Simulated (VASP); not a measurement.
# Ge: single point with PBE

The system is Ge.

```
CELL_PARAMETERS angstrom
0.00000 2.82891 2.82891
2.82891 0.00000 2.82891
2.82891 2.82891 0.00000
ATOMIC_POSITIONS crystal
Ge 0.76097 0.73326 0.75334
Ge 0.49345 0.48940 0.51015
```

This cell differs from its parent crystal: atoms moved at random.

```json
{"Program": "VASP 6.6.1", "Task": "single point", "Functional": "PBE", "Potentials or basis": "VASP PAW PBE potentials, release 64 (Ge_d)", "Cutoff": "520 eV", "k mesh": "8 × 8 × 8", "Occupations": "fermi-dirac, width 0.05 eV", "Spin": "no spin polarisation", "Dipole correction": "no", "Further INCAR settings": "ALGO = Normal; EDIFF = 1e-07; NBANDS = 21"}
```

| Quantity | Value |
| --- | --- |
| Pressure | 3.7 GPa |
| Largest force | 0.708 eV/Å |
| Band gap on the k mesh | zero (band 14 reaches 5.13 eV, above the bottom of band 15 at 5.12 eV) |

Forces in eV/Å, atoms in the order of the input:
```
Ge   0.445 -0.380 -0.399
Ge  -0.445  0.380  0.399
```

Stress tensor (GPa, compression positive):
```
 3.72 -1.14 -1.08
-1.14  3.73  1.28
-1.08  1.28  3.73
```

Levels at points of the mesh, in eV from the Fermi level:
```
           k point  band 12  band 13  band 14  band 15  band 16  band 17
(0.00, 0.00, 0.00)    -0.39    -0.05     0.06     0.09     2.34     2.36
(0.50, 0.00, 0.00)    -7.97    -1.47    -1.44     0.25     3.73     3.76
(0.00, 0.50, 0.00)    -7.58    -1.66    -1.33     0.05     3.41     3.87
(0.00, 0.00, 0.50)    -7.57    -1.66    -1.33     0.04     3.41     3.87
(0.50, 0.50, 0.50)    -7.60    -1.66    -1.32     0.06     3.41     3.89
(0.50, 0.50, 0.00)    -8.85    -3.19    -3.11     0.57     0.76     9.37
(0.00, 0.50, 0.50)    -8.83    -3.20    -3.10     0.56     0.78     9.36
(0.50, 0.00, 0.50)    -8.86    -3.19    -3.11     0.58     0.76     9.37
```

Wall time 3.2 min on 1 thread of Intel(R) Xeon(R) Platinum 8259CL CPU @ 2.50GHz (Skylake/Cascade Lake) (shared host), peak memory 0.31 GiB.

Caveat: the cell differs from its parent crystal (atoms moved at random).
